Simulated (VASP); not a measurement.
# NaI (Fm-3m) in VASP: further runs

NaI is run at these levels: PBEsol; tasks: single point.

Everything below comes from runs of VASP 6.6.1. Logs are shortened: lines on timing, memory, paths and dates and some standing lists are left out, and cuts for length are marked.

## Step 1: The cell of the first run

Symmetry: Fm-3m, No. 225, cubic system. The conventional cell has a = 6.341 Å, b = 6.341 Å, c = 6.341 Å, α = 90.00°, β = 90.00°, γ = 90.00°. Within 4.2 Å of I (site symmetry m-3m) lie 6 Na at 3.17 Å. Within 4.2 Å of Na (site symmetry m-3m) lie 6 I at 3.17 Å.

## Step 2: Single point, PBEsol

The input, INCAR:

```
SYSTEM = NaI
PREC = Accurate ; ENCUT = 520
EDIFF = 1E-6 ; ISMEAR = -1
SIGMA = 0.05 ; LREAL = .FALSE.
LASPH = .TRUE. ; NELM = 80
ALGO = Normal ; ISIF = 2
LWAVE = .FALSE. ; LCHARG = .FALSE.
GGA = PS ; NBANDS = 14
```

The input, KPOINTS:

```
Automatic mesh
0
G
  7 7 7
  0 0 0
```

The input, POSCAR:

```
NaI
1.0
    0.0000000000      3.1703324822      3.1703324822
    3.1703324822      0.0000000000      3.1703324822
    3.1703324822      3.1703324822      0.0000000000
I Na
1 1
Direct
    0.5000000000      0.5000000000      0.5000000000
    0.0000000000      0.0000000000      0.0000000000
```

Potentials or basis: VASP PAW PBE potentials, release 64 (I, Na_pv).

Launch:

```sh
$ cat potpaw_PBE.64/I/POTCAR potpaw_PBE.64/Na_pv/POTCAR > POTCAR
$ mpirun -np 1 vasp_std > vasp.out
```

OUTCAR:

```text
SYSTEM = NaI
   PREC = Accurate
   ENCUT = 520
   EDIFF = 1E-6
   ISMEAR = -1
   LREAL = .FALSE.
   LASPH = .TRUE.
   NELM = 80
   ISIF = 2
   GGA = PS

 ion  position               nearest neighbor table
   1  0.500  0.500  0.500-   2 3.17   2 3.17   2 3.17   2 3.17   2 3.17   2 3.17
   2  0.000  0.000  0.000-   1 3.17   1 3.17   1 3.17   1 3.17   1 3.17   1 3.17

  LATTYP: Found a face centered cubic cell.
 ALAT       =     6.3406649644

  Lattice vectors:

 A1 = (   0.0000000000,   3.1703324822,   3.1703324822)
 A2 = (   3.1703324822,   0.0000000000,   3.1703324822)
 A3 = (   3.1703324822,   3.1703324822,   0.0000000000)

Analysis of symmetry for initial positions (statically):
=====================================================================
 Subroutine PRICEL returns:
 Original cell was already a primitive cell.

 Routine SETGRP: Setting up the symmetry group for a
 face centered cubic supercell.

 Subroutine GETGRP returns: Found 48 space group operations
 (whereof 48 operations were pure point group operations)
 out of a pool of 48 trial point group operations.

The static configuration has the point symmetry O_h .

Analysis of symmetry for dynamics (positions and initial velocities):
=====================================================================
 Subroutine PRICEL returns:
 Original cell was already a primitive cell.

 Routine SETGRP: Setting up the symmetry group for a
 face centered cubic supercell.

 Subroutine GETGRP returns: Found 48 space group operations
 (whereof 48 operations were pure point group operations)
 out of a pool of 48 trial point group operations.

The dynamic configuration has the point symmetry O_h .

 Subroutine INISYM returns: Found 48 space group operations
 (whereof 48 operations are pure point group operations),
 and found     1 'primitive' translations

----------------------------------------------------------------------------------------

                                     Primitive cell

  volume of cell :      63.7301

  direct lattice vectors                    reciprocal lattice vectors
     0.000000000  3.170332482  3.170332482    -0.157712165  0.157712165  0.157712165
     3.170332482  0.000000000  3.170332482     0.157712165 -0.157712165  0.157712165
     3.170332482  3.170332482  0.000000000     0.157712165  0.157712165 -0.157712165

  length of vectors
     4.483527194  4.483527194  4.483527194     0.273165483  0.273165483  0.273165483

  position of ions in fractional coordinates (direct lattice)
     0.500000000  0.500000000  0.500000000
     0.000000000  0.000000000  0.000000000

  ion indices of the primitive-cell ions
   primitive index   ion index
                 1           1
                 2           2

----------------------------------------------------------------------------------------

 KPOINTS: Automatic mesh

Automatic generation of k-mesh.
 Grid dimensions read from file:
 generate k-points for:    7    7    7

 Generating k-lattice:

  Cartesian coordinates                     Fractional coordinates (reciprocal lattice)
    -0.022530309  0.022530309  0.022530309     0.142857143  0.000000000  0.000000000
     0.022530309 -0.022530309  0.022530309     0.000000000  0.142857143  0.000000000
     0.022530309  0.022530309 -0.022530309     0.000000000  0.000000000  0.142857143

  Length of vectors
     0.039023640  0.039023640  0.039023640

  Shift w.r.t. Gamma in fractional coordinates (k-lattice)
     0.000000000  0.000000000  0.000000000

 Subroutine IBZKPT returns following result:
 ===========================================

 Found     20 irreducible k-points:

 Following reciprocal coordinates:
            Coordinates               Weight
  0.000000  0.000000  0.000000      1.000000
  0.142857  0.000000  0.000000      8.000000
  0.285714  0.000000  0.000000      8.000000
  0.428571  0.000000  0.000000      8.000000
  0.142857  0.142857  0.000000      6.000000
  0.285714  0.142857  0.000000     24.000000
[... 12 lines left out ...]
 -0.428571  0.428571  0.142857     24.000000
 -0.285714  0.428571  0.142857     24.000000
   k-points           NKPTS =     20   k-points in BZ     NKDIM =     20   number of bands    NBANDS=     14
   number of dos      NEDOS =    301   number of ions     NIONS =      2
   total plane-waves  NPLWV =  46656
   dimension x,y,z NGX =    36 NGY =   36 NGZ =   36
   dimension x,y,z NGXF=    72 NGYF=   72 NGZF=   72
   ions per type =               1   1
   NGX,Y,Z   is equivalent  to a cutoff of  13.35, 13.35, 13.35 a.u.
   NGXF,Y,Z  is equivalent  to a cutoff of  26.70, 26.70, 26.70 a.u.
 SYSTEM =  NaI
   PREC   = accura    normal or accurate (medium, high low for compatibility)
   ISTART =      0    job   : 0-new  1-cont  2-samecut
   ICHARG =      2    charge: 1-file 2-atom 10-const
   ISPIN  =      1    spin polarized calculation?
   LNONCOLLINEAR =      F non collinear calculations
   LSORBIT =      F    spin-orbit coupling
[... 68 lines left out ...]
      9       9.0036      0.00000
     10       9.0036      0.00000
     11       9.0036      0.00000
     12      10.9790      0.00000
     13      10.9790      0.00000
     14      11.4361      0.00000

 k-point     2 :       0.1429    0.0000    0.0000
  band No.  band energies     occupation
      1     -21.0220      2.00000
      2     -21.0206      2.00000
      3     -21.0206      2.00000
      4      -9.9974      2.00000
      5       0.5098      2.00000
      6       1.0964      2.00000
      7       1.0964      2.00000
      8       5.5205      0.00000
      9       8.5699      0.00000
     10       9.2015      0.00000
     11       9.2015      0.00000
     12      10.4870      0.00000
     13      10.4870      0.00000
     14      12.1375      0.00000

 k-point     3 :       0.2857    0.0000    0.0000
  band No.  band energies     occupation
      1     -21.0253      2.00000
      2     -21.0208      2.00000
      3     -21.0208      2.00000
      4      -9.8394      2.00000
      5      -0.5355      2.00000
      6       0.9559      2.00000
      7       0.9559      2.00000
      8       6.1748      0.00000
      9       8.9469      0.00000
     10       8.9898      0.00000
     11       8.9898      0.00000
     12      11.0292      0.00000
     13      11.0292      0.00000
     14      11.5344      0.00000

 k-point     4 :       0.4286    0.0000    0.0000
  band No.  band energies     occupation
      1     -21.0279      2.00000
      2     -21.0210      2.00000
      3     -21.0210      2.00000
      4      -9.7031      2.00000
      5      -1.1974      2.00000
      6       0.8512      2.00000
      7       0.8512      2.00000
      8       6.1403      0.00000
      9       8.6328      0.00000
     10       8.6328      0.00000
     11      10.1526      0.00000
     12      11.3322      0.00000
     13      12.7186      0.00000
     14      12.7186      0.00000

 k-point     5 :       0.1429    0.1429    0.0000
  band No.  band energies     occupation
      1     -21.0218      2.00000
      2     -21.0210      2.00000
      3     -21.0210      2.00000
      4      -9.9763      2.00000
      5       0.5060      2.00000
      6       0.9763      2.00000
      7       0.9763      2.00000
      8       5.7743      0.00000
      9       8.1167      0.00000
     10       9.5055      0.00000
     11       9.5187      0.00000
[... 208 lines left out ...]
 k-point    18 :      -0.4286    0.2857    0.1429
  band No.  band energies     occupation
      1     -21.0263      2.00000
      2     -21.0231      2.00000
      3     -21.0218      2.00000
      4      -9.6355      2.00000
      5      -0.8658      2.00000
      6       0.0201      2.00000
      7       0.5604      2.00000
      8       7.3086      0.00000
      9       7.5959      0.00000
     10       8.8578      0.00000
     11       9.8704      0.00000
     12      11.7766      0.00000
     13      12.8265      0.00000
     14      14.0539      0.00000

 k-point    19 :      -0.4286    0.4286    0.1429
  band No.  band energies     occupation
      1     -21.0257      2.00000
      2     -21.0234      2.00000
      3     -21.0228      2.00000
      4      -9.6033      2.00000
      5      -0.7955      2.00000
      6       0.0362      2.00000
      7       0.2673      2.00000
      8       6.4780      0.00000
      9       7.3098      0.00000
     10       9.4120      0.00000
     11      10.7729      0.00000
     12      12.4760      0.00000
     13      13.4497      0.00000
     14      14.5753      0.00000

 k-point    20 :      -0.2857    0.4286    0.1429
  band No.  band energies     occupation
      1     -21.0248      2.00000
      2     -21.0248      2.00000
      3     -21.0226      2.00000
      4      -9.5884      2.00000
      5      -0.5283      2.00000
      6      -0.4563      2.00000
      7       0.2997      2.00000
      8       6.9196      0.00000
      9       8.1694      0.00000
     10       9.1044      0.00000
     11       9.5245      0.00000
     12      12.3253      0.00000
     13      12.8997      0.00000
     14      15.1366      0.00000

------------------------ aborting loop because EDIFF is reached ----------------------------------------

  FORCE on cell =-STRESS in cart. coord.  units (eV):
  Direction    XX          YY          ZZ          XY          YZ          ZX
  --------------------------------------------------------------------------------------
  -------------------------------------------------------------------------------------
  Total        0.2331213      0.2331213      0.2331213     -0.0000000     -0.0000000      0.0000000
  in kB        5.8606814      5.8606814      5.8606814     -0.0000000     -0.0000000      0.0000000
  external PRESSURE =       5.8606814 kB  Pullay stress =       0.0000000 kB

 VOLUME and BASIS-vectors are now :
 -----------------------------------------------------------------------------
  energy-cutoff  :      520.00
  volume of cell :       63.73
      direct lattice vectors                 reciprocal lattice vectors
     0.000000000  3.170332482  3.170332482    -0.157712165  0.157712165  0.157712165
     3.170332482  0.000000000  3.170332482     0.157712165 -0.157712165  0.157712165
     3.170332482  3.170332482  0.000000000     0.157712165  0.157712165 -0.157712165

 POSITION                                       TOTAL-FORCE (eV/Angst)
 -----------------------------------------------------------------------------------
      3.17033      3.17033      3.17033        -0.000000     -0.000000     -0.000000
      0.00000      0.00000      0.00000         0.000000      0.000000      0.000000
 -----------------------------------------------------------------------------------
    total drift:                                0.000000      0.000000      0.000000

  FREE ENERGIE OF THE ION-ELECTRON SYSTEM (eV)
  ---------------------------------------------------
  free  energy   TOTEN  =        -5.6661682532 eV

  energy  without entropy=       -5.6661682531  energy(sigma->0) =       -5.66616825
```

Run time: 14 s. Hardware: 1 thread of AMD EPYC 7R13 (Zen 3), shared host; peak memory 0.17 GiB.

Results:

* Free energy: -5.6662 eV
* Pressure: 0.6 GPa
* Band gap on the k mesh: 3.67 eV, direct

Caveat: the PAW data sets were made with another functional, which shifts forces and pressure a little; spin-orbit coupling is left out, which moves the levels of the heavy elements.

## Step 3: Single point, PBEsol

This run uses another cell than the first one, of 32.54 Å³/atom, 1.021 times its volume.

The input, INCAR:

```
PREC = Accurate
ENCUT = 520
EDIFF = 1E-7
ISMEAR = -1
SIGMA = 0.05
LREAL = F
LASPH = T
NELM = 100
ALGO = Normal
ISIF = 2
LWAVE = F
LCHARG = T
GGA = PS
LELF = T
LVHAR = T
NBANDS = 14
```

The input, KPOINTS:

```
regular mesh
0
Gamma
  7 7 7
```

The input, POSCAR:

```
NaI
1.0
    0.0000000000      3.1926595029      3.1926595029
    3.1926595029      0.0000000000      3.1926595029
    3.1926595029      3.1926595029      0.0000000000
I Na
1 1
Direct
    0.5000000000      0.5000000000      0.5000000000
    0.0000000000      0.0000000000      0.0000000000
```

Potentials or basis: VASP PAW PBE potentials, release 64 (I, Na_pv).

Launch:

```sh
$ cat potpaw_PBE.64/I/POTCAR potpaw_PBE.64/Na_pv/POTCAR > POTCAR
$ mpirun -np 1 vasp_std > vasp.out
```

Run time: 18 s. Hardware: 1 thread of AMD EPYC 7R13 (Zen 3), shared host; peak memory 0.18 GiB.

It converged, with:

```
Free energy            : -5.6694 eV
Pressure               : 0.2 GPa
Band gap on the k mesh : 3.61 eV, direct
```

Levels at points of the mesh, in eV from the valence-band top:
```tsv
k point	band 4	band 5	band 6	band 7	band 8	band 9	band 10	band 11
(0.00, 0.00, 0.00)	-11.17	0.00	0.00	0.00	3.61	7.84	7.84	7.84
```

Caveat: the PAW data sets were made with another functional, which shifts forces and pressure a little; spin-orbit coupling is left out, which moves the levels of the heavy elements.

## Step 4: Single point, PBEsol

This run uses another cell than the first one, of 33.90 Å³/atom, 1.064 times its volume.

The input, INCAR:

```
ALGO = Normal ; EDIFF = 1E-6
ENCUT = 520 ; GGA = PS
ISIF = 2 ; ISMEAR = -1
LASPH = True ; LCHARG = True
LELF = True ; LREAL = False
LVHAR = True ; LWAVE = False
NBANDS = 14 ; NELM = 60
PREC = Accurate ; SIGMA = 0.05
```

The input, KPOINTS:

```
k-points
0
Gamma
  7 7 7
```

The input, POSCAR:

```
NaI
1.0
    0.0000000000      3.2364000000      3.2364000000
    3.2364000000      0.0000000000      3.2364000000
    3.2364000000      3.2364000000      0.0000000000
I Na
1 1
Direct
    0.5000000000      0.5000000000      0.5000000000
    0.0000000000      0.0000000000      0.0000000000
```

Launch:

```sh
$ cat potpaw_PBE.64/I/POTCAR potpaw_PBE.64/Na_pv/POTCAR > POTCAR
$ mpirun -np 1 vasp_std > vasp.out
```

It took 16 s on 1 thread of AMD EPYC 7R13 (Zen 3), shared host; peak memory 0.18 GiB.

The run converged. Its results:

| Item | Value |
| --- | --- |
| Free energy | -5.6668 eV |
| Pressure | -0.5 GPa |
| Band gap on the k mesh | 3.51 eV, direct |

Levels at points of the mesh, in eV from the valence-band top:
```
           k point  band 4  band 5  band 6  band 7  band 8  band 9  band 10  band 11
(0.00, 0.00, 0.00)  -11.06    0.00    0.00    0.00    3.51    7.85     7.85     7.85
```

Caveat: the PAW data sets were made with another functional, which shifts forces and pressure a little; spin-orbit coupling is left out, which moves the levels of the heavy elements. A hybrid or GW would open this gap; PBEsol tends to underestimate it.

## Step 5: Single point, PBEsol

This run uses another cell than the first one, of 33.22 Å³/atom, 1.043 times its volume.

The input, INCAR:

```
SYSTEM = NaI
PREC = Accurate
ENCUT = 520
EDIFF = 1E-6
ISMEAR = -1
SIGMA = 0.05
LREAL = .False.
LASPH = .True.
NELM = 60
ALGO = Normal
ISIF = 2
LWAVE = .False.
LCHARG = .True.
GGA = PS
LELF = .True.
LVHAR = .True.
NBANDS = 14
```

The input, KPOINTS:

```
Automatic mesh
0
Gamma
  7 7 7
  0 0 0
```

The input, POSCAR:

```
NaI
1.0
    0.0000000000      3.2146785402      3.2146785402
    3.2146785402      0.0000000000      3.2146785402
    3.2146785402      3.2146785402      0.0000000000
I Na
1 1
Direct
    0.5000000000      0.5000000000      0.5000000000
    0.0000000000      0.0000000000      0.0000000000
```

Launch:

```sh
$ cat potpaw_PBE.64/I/POTCAR potpaw_PBE.64/Na_pv/POTCAR > POTCAR
$ mpirun -np 1 vasp_std > vasp.out
```

Run time: 16 s. Hardware: 1 thread of AMD EPYC 7R13 (Zen 3), shared host; peak memory 0.17 GiB.

The run converged. Its results:

| Property | Result |
| --- | --- |
| Free energy | -5.6695 eV |
| Pressure | -0.2 GPa |
| Band gap on the k mesh | 3.56 eV, direct |

Levels at points of the mesh, in eV from the valence-band top:
| k point | band 5 | band 6 | band 7 | band 8 | band 9 | band 10 |
| --- | --- | --- | --- | --- | --- | --- |
| (0.00, 0.00, 0.00) | 0.00 | 0.00 | 0.00 | 3.56 | 7.85 | 7.85 |

Caveat: the PAW data sets were made with another functional, which shifts forces and pressure a little; spin-orbit coupling is left out, which moves the levels of the heavy elements. PBEsol gaps usually lie below the measured ones, often by a third to a half.

## Step 6: Single point, PBEsol

This run uses another cell than the first one, of 34.58 Å³/atom, 1.085 times its volume.

The input, INCAR:

```
PREC     = Accurate       # precision mode
ENCUT    = 520            # plane-wave cutoff, eV
EDIFF    = 1E-6           # SCF threshold, eV
ISMEAR   = -1             # smearing method
SIGMA    = 0.05           # smearing width, eV
LREAL    = F              # projectors in reciprocal space
LASPH    = T              # aspherical terms in the spheres
NELM     = 100            # most SCF steps
ALGO     = Normal         # electronic algorithm
ISIF     = 2              # what is computed and relaxed
LWAVE    = F              # write WAVECAR
LCHARG   = T              # write CHGCAR
GGA      = PS             # functional
LELF     = T              # ELF
LVHAR    = T            
NBANDS   = 14             # bands
```

The input, KPOINTS:

```
regular mesh
0
Gamma
  7 7 7
```

The input, POSCAR:

```
NaI
1.0
    0.0000000000      3.2578337372      3.2578337372
    3.2578337372      0.0000000000      3.2578337372
    3.2578337372      3.2578337372      0.0000000000
I Na
1 1
Direct
    0.5000000000      0.5000000000      0.5000000000
    0.0000000000      0.0000000000      0.0000000000
```

Potentials or basis: VASP PAW PBE potentials, release 64 (I, Na_pv).

Launch:

```sh
$ cat potpaw_PBE.64/I/POTCAR potpaw_PBE.64/Na_pv/POTCAR > POTCAR
$ mpirun -np 1 vasp_std > vasp.out
```

Run time: 17 s. Hardware: 1 thread of AMD EPYC 7R13 (Zen 3), shared host; peak memory 0.18 GiB.

Results (log left out):

| Property | Result |
| --- | --- |
| Free energy | -5.6616 eV |
| Pressure | -0.8 GPa |
| Band gap on the k mesh | 3.46 eV, direct |

Levels at points of the mesh, in eV from the valence-band top:
| k point | band 4 | band 5 | band 6 | band 7 | band 8 | band 9 | band 10 | band 11 |
| --- | --- | --- | --- | --- | --- | --- | --- | --- |
| (0.00, 0.00, 0.00) | -11.01 | 0.00 | 0.00 | 0.00 | 3.46 | 7.85 | 7.85 | 7.85 |

Caveat: the PAW data sets were made with another functional, which shifts forces and pressure a little; spin-orbit coupling is left out, which moves the levels of the heavy elements.

## Step 7: Summary

```tsv
cell	gap on the mesh (eV)	pressure (GPa)
a = 4.484 Å, angles 60.0°, 2 atoms	3.67	0.6
a = 4.515 Å, angles 60.0°, 2 atoms	3.61	0.2
a = 4.577 Å, angles 60.0°, 2 atoms	3.51	-0.5
a = 4.546 Å, angles 60.0°, 2 atoms	3.56	-0.2
a = 4.607 Å, angles 60.0°, 2 atoms	3.46	-0.8
```

Alike in all rows: task single point; level PBEsol; potentials or basis VASP PAW PBE potentials, release 64 (I, Na_pv); no spin polarisation; k mesh 7 × 7 × 7; cutoff (eV) 520; smearing fermi-dirac 0.05 eV.

Caveats: the PAW data sets were made with another functional, which shifts forces and pressure a little; spin-orbit coupling is left out, which moves the levels of the heavy elements.

Total energies depend on the potentials used, so only differences within one code and one set of settings carry meaning.
